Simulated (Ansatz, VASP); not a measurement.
Two plane-wave programs on SrCl2

```
Sr Cl
1.0
     0.00000    3.56632    3.56632
     3.56632    0.00000    3.56632
     3.56632    3.56632    0.00000
Sr Cl
1 2
Direct
  0.00000 0.00000 0.00000
  0.25000 0.25000 0.25000
  0.75000 0.75000 0.75000
```

Alike in both runs: task single point; functional r2SCAN; k mesh 6 × 6 × 6; no spin polarisation.

|  | VASP | Ansatz |
| --- | --- | --- |
| version | VASP 6.6.1 | Ansatz 0.2.0 |
| potentials or method | VASP PAW PBE potentials, release 64 (Sr_sv, Cl) | plane waves, PAW |
| plane-wave cutoff (eV) | 520 | 500 |
| occupations | gaussian, width 0.01 eV | fixed |
| valence electrons in the cell | 24 | 24 |

```csv
,VASP,Ansatz,Ansatz less VASP
gap on the k mesh at the Fermi level (eV),5.72,5.72,-0.001
pressure (GPa),-1.9,-1.9,-0.03
```

VASP's potentials were made for PBE, not for r2SCAN.
